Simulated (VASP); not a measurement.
The system is HgH2.

```xyz
6
Lattice="-1.6731 1.6731 4.1995 1.6731 -1.6731 4.1995 1.6731 1.6731 -4.1995" Properties=species:S:1:pos:R:3 pbc="T T T"
Hg    0.0000    1.6731    2.0997
Hg    0.0000    0.0000    0.0000
H     0.0000    1.6731    0.3528
H     0.0000    0.0000    6.6520
H     0.0000    0.0000    1.7470
H     0.0000    1.6731    3.8467
```

- Program: VASP 6.6.1
- Task: relaxation of cell and atoms
- Functional: PBEsol
- Potentials or basis: VASP PAW PBE potentials, release 64 (Hg, H)
- Cutoff: 600 eV
- k mesh: 8 × 8 × 8
- Occupations: fermi-dirac, width 0.03 eV
- Spin: no spin polarisation

At the start: pressure 97.4 GPa; volume 7.84 Å³/atom.

Q: Where does the relaxation end?

A: Over 22 steps the energy falls by 1127.1 meV/atom and the volume is 13.26 Å³/atom (+69.2 %); space group I4_1/amd (No. 141, to 0.1 Å) before and after.

Step by step:
```
step  energy change (eV)  largest force (eV/Å)  pressure (GPa)  volume (Å³)
   1              0.0000                2.0982           97.45        47.02
   2             -6.1924                0.2367           -6.27        87.28
   3             -6.3401                0.4004            1.03        75.26
   4             -6.3606                0.3390           -1.75        78.73
   5             -6.3615                0.3510           -1.22        77.99
   6             -6.4780                0.2771           -0.35        77.10
   7             -6.6404                0.2064            3.22        74.71
   8             -6.6358                0.1555            4.49        74.06
   9             -6.6417                0.1837            3.77        74.42
  10             -6.7153                0.1129            1.34        78.36
  11             -6.7233                0.0869            0.32        80.57
  12             -6.7233                0.0889            0.41        80.37
  13             -6.7302                0.0965           -0.29        80.80
  14             -6.7308                0.0992           -0.56        80.97
  15             -6.7365                0.0897           -0.27        80.28
  16             -6.7424                0.0885            0.48        78.73
  17             -6.7495                0.0847            0.26        79.02
  18             -6.7590                0.0229           -0.58        79.92
  19             -6.7622                0.0020           -0.15        79.53
  20             -6.7625                0.0055            0.02        79.38
  21             -6.7626                0.0050            0.01        79.44
  22             -6.7629                0.0032            0.00        79.58
```

Final structure:
```cif
data_structure
_symmetry_space_group_name_H-M 'P 1'
_symmetry_Int_Tables_number 1
_cell_length_a 6.3394
_cell_length_b 6.3394
_cell_length_c 6.3394
_cell_angle_alpha 145.935
_cell_angle_beta 145.935
_cell_angle_gamma 48.943
_cell_volume 79.58
loop_
_atom_site_label
_atom_site_type_symbol
_atom_site_fract_x
_atom_site_fract_y
_atom_site_fract_z
_atom_site_occupancy
Hg1 Hg 0.75000 0.25000 0.50000 1
Hg2 Hg 0.00000 0.00000 0.00000 1
H1 H 0.50976 0.00976 0.50000 1
H2 H 0.75976 0.75976 0.00000 1
H3 H 0.24024 0.24024 0.00000 1
H4 H 0.99024 0.49024 0.50000 1
```

Caveat: the volume moved by over 15 % at a fixed basis, so the end points are rough; the PAW data sets were made with another functional, which shifts forces and pressure a little.
